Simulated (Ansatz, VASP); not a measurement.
**In: VASP beside Ansatz**

```xyz
2
Lattice="3.4001 0.0000 0.0000 -1.7000 2.9445 0.0000 0.0000 0.0000 5.5260" Properties=species:S:1:pos:R:3 pbc="T T T"
In    0.0000    1.9630    1.3815
In    1.7000    0.9815    4.1445
```

Alike in both runs: functional PBE; k mesh 11 × 11 × 6; occupations fermi-dirac, width 0.1 eV; no spin polarisation.

Ansatz relaxed the structure, and its values are those at the end. VASP's run is a single point on that final structure, the one shown.

|  | VASP | Ansatz |
| --- | --- | --- |
| version | VASP 6.6.1 | Ansatz 0.2.0 |
| potentials or method | VASP PAW PBE potentials, release 64 (In_d), cutoff 520 eV | plane waves (420 eV) with PAW, scalar-relativistic |
| valence electrons in the cell | 26 | 26 |

```csv
,VASP,Ansatz,Ansatz less VASP
pressure (GPa),0.0,0.0,+0.05
```
